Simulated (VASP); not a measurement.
Write the native input for VASP 6.6.1 that does the following.

```yaml
Task: electric field gradients
Functional: PBE
Potentials_or_basis: VASP PAW PBE potentials, release 64 (Sb)
Cutoff: 520 eV
k_mesh: 12 × 12 × 12
Occupations: fermi-dirac, width 0.05 eV
Spin: non-collinear spin, zero start, spin-orbit coupling
Starting_moments: "[[0.0, 0.0, 0.0]] μB"
Dipole_correction: no
Further_INCAR_settings: ALGO = Normal; EDIFF = 1e-08; NBANDS = 16
```

The structure of Sb lies in POSCAR:

```
Sb
1.0
    0.0000000000      2.3050000000      2.3050000000
    2.3050000000      0.0000000000      2.3050000000
    2.3050000000      2.3050000000      0.0000000000
Sb
1
Direct
    0.0000000000      0.0000000000      0.0000000000
```

The input as run:

INCAR

```
  PREC = Accurate
  ENCUT = 520
  EDIFF = 1E-8
  ISMEAR = -1
  SIGMA = 0.05
  LREAL = F
  LASPH = T
  NELM = 150
  ALGO = Normal
  ISIF = 2
  LWAVE = F
  LCHARG = F
  MAGMOM = 0 0 0
  LORBIT = 11
  LSORBIT = T
  GGA_COMPAT = F
  LORBMOM = T
  GGA = PE
  LEFG = T
  NBANDS = 16
```

KPOINTS

```
Automatic mesh
0
Gamma
  12 12 12
```

Potentials or basis: VASP PAW PBE potentials, release 64 (Sb).

Command:

```bash
$ cat potpaw_PBE.64/Sb/POTCAR > POTCAR
$ mpirun -np 1 vasp_ncl > vasp.out
```

It gave:

* Pressure: 8.9 GPa
* Net moment: 0.00 μB per cell
* Valence electrons inside the program's atomic spheres: Sb 2.38

Caveat: without QUAD_EFG the Cq values of the log hold for a quadrupole moment of 1 mb, not for the nuclei.

It took 39 s on 1 thread of AMD EPYC 7R13 Processor (Zen 3), with other jobs on the host, peak memory 0.19 GiB.
